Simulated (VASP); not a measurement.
InP: single point with LDA

The system is InP.

```
In P
1.0
     0.00000    2.68664    2.68664
     2.68664    0.00000    2.68664
     2.68664    2.68664    0.00000
In P
1 1
Direct
  0.00000 0.00000 0.00000
  0.75000 0.75000 0.75000
```

```yaml
Program: VASP 6.6.1
Task: single point
Functional: LDA
Potentials_or_basis: VASP PAW LDA potentials, release 64 (In_d, P)
Cutoff: 520 eV
k_mesh: 10 × 10 × 10
Occupations: gaussian, width 0.01 eV
Spin: no spin polarisation
```

| Quantity | Value |
| --- | --- |
| Pressure | 30.0 GPa |
| Band gap on the k mesh | 1.06 eV, indirect (least direct gap 1.83 eV) |

Levels at points of the mesh, in eV from the valence-band top:
| k point | band 5 | band 6 | band 7 | band 8 | band 9 | band 10 | band 11 | band 12 | band 13 | band 14 |
| --- | --- | --- | --- | --- | --- | --- | --- | --- | --- | --- |
| (0.00, 0.00, 0.00) | -14.76 | -13.71 | 0.00 | 0.00 | 0.00 | 1.83 | 3.79 | 3.79 | 3.79 | 9.60 |
| (0.50, 0.00, 0.00) | -14.73 | -10.90 | -7.54 | -1.47 | -1.47 | 1.90 | 4.59 | 4.59 | 7.14 | 10.65 |
| (0.50, 0.50, 0.00) | -14.67 | -9.93 | -7.21 | -3.43 | -3.43 | 1.06 | 1.88 | 10.73 | 10.79 | 11.11 |

It took 23 s on 1 thread of Intel Xeon 8259CL (shared host), peak memory 0.16 GiB.

Caveat: spin-orbit coupling is left out, which moves the levels of the heavy elements. As with any semilocal functional, this LDA gap is likely too small.
